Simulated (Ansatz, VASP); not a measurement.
**CsPbBr3: VASP beside Ansatz**

```
Cs Pb Br
1.0
     5.88683    0.00000    0.00000
     0.00000    5.88683    0.00000
     0.00000    0.00000    5.88683
Cs Pb Br
1 1 3
Direct
  0.00000 0.00000 0.00000
  0.50000 0.50000 0.50000
  0.50000 0.50000 0.00000
  0.50000 0.00000 0.50000
  0.00000 0.50000 0.50000
```

Alike in both runs: task single point; functional PBE; k mesh 4 × 4 × 4; no spin polarisation.

```csv
,VASP,Ansatz
version,VASP 6.6.1,Ansatz 0.2.0
potentials or method,"VASP PAW PBE potentials, release 64 (Cs_sv, Pb_d, Br)","plane waves, PAW"
plane-wave cutoff (eV),520,420
occupations,"gaussian, width 0.01 eV",fixed
valence electrons in the cell,44,44
```

|  | VASP | Ansatz | Ansatz less VASP |
| --- | --- | --- | --- |
| gap on the k mesh at the Fermi level (eV) | 1.56 | 1.56 | -0.006 |
| pressure (GPa) | 1.3 | 1.3 | +0.01 |

Neither program's run includes spin-orbit coupling.
